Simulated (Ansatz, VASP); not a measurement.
# LiBr in VASP and in Ansatz

```
Li Br
1.0
     0.00000    2.72716    2.72716
     2.72716    0.00000    2.72716
     2.72716    2.72716    0.00000
Li Br
1 1
Cartesian
  0.0000 0.0000 0.0000
  2.7272 2.7272 2.7272
```

Alike in both runs: task single point; functional PBE; k mesh 6 × 6 × 6; no spin polarisation.

|  | VASP | Ansatz |
| --- | --- | --- |
| version | VASP 6.6.1 | Ansatz 0.2.0 |
| potentials or method | VASP PAW PBE potentials, release 64 (Li_sv, Br) | plane waves, PAW |
| plane-wave cutoff (eV) | 750 | 420 |
| occupations | gaussian, width 0.01 eV | fixed |
| valence electrons in the cell | 10 | 10 |

Ansatz gave:

- gap on the k mesh at the Fermi level (eV): 5.05
- pressure (GPa): 0.9

Question: Estimate VASP's values.

Answer: gap on the k mesh at the Fermi level (eV): 5.06; pressure (GPa): 0.8.
